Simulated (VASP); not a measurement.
Wanted: the native input for a VASP 6.6.1 run.

* Task: single point
* Functional: PBE
* Potentials or basis: VASP PAW PBE potentials, release 64 (Fe, Al)
* Cutoff: 600 eV
* k mesh: 14 × 14 × 14
* Occupations: gaussian, width 0.1 eV
* Spin: no spin polarisation
* Dipole correction: no
* Further INCAR settings: ALGO = Normal; EDIFF = 1e-06; NBANDS = 12

The structure of AlFe lies in POSCAR:

```
AlFe
1.0
    2.8685718786      0.0000000000      0.0000000000
    0.0000000000      2.8685718786      0.0000000000
    0.0000000000      0.0000000000      2.8685718786
Fe Al
1 1
Direct
    0.0000000000      0.0000000000      0.0000000000
    0.5000000000      0.5000000000      0.5000000000
```

One way to write it, as run:

INCAR

```
ALGO = Normal
EDIFF = 1E-6
ENCUT = 600
GGA = PE
GGA_COMPAT = False
ISIF = 2
ISMEAR = 0
LASPH = True
LCHARG = False
LREAL = False
LWAVE = False
NBANDS = 12
NELM = 120
PREC = Accurate
SIGMA = 0.1
```

KPOINTS

```
k-points
0
Gamma
  14 14 14
```

Potentials or basis: VASP PAW PBE potentials, release 64 (Fe, Al).

Launch:

```bash
$ cat potpaw_PBE.64/Fe/POTCAR potpaw_PBE.64/Al/POTCAR > POTCAR
$ mpirun -np 1 vasp_std > vasp.out
```

It gave:

The pressure is 0.0 GPa and the band gap on the k mesh is zero (an odd number of electrons rules out a gap without spin polarisation).

Caveat: the run has no spin polarisation, though such a crystal can be magnetic.

Run time: 31 s on 1 thread of AMD EPYC 7R43 64-Core Processor (Zen 3), on a shared host, peak memory 0.14 GiB.
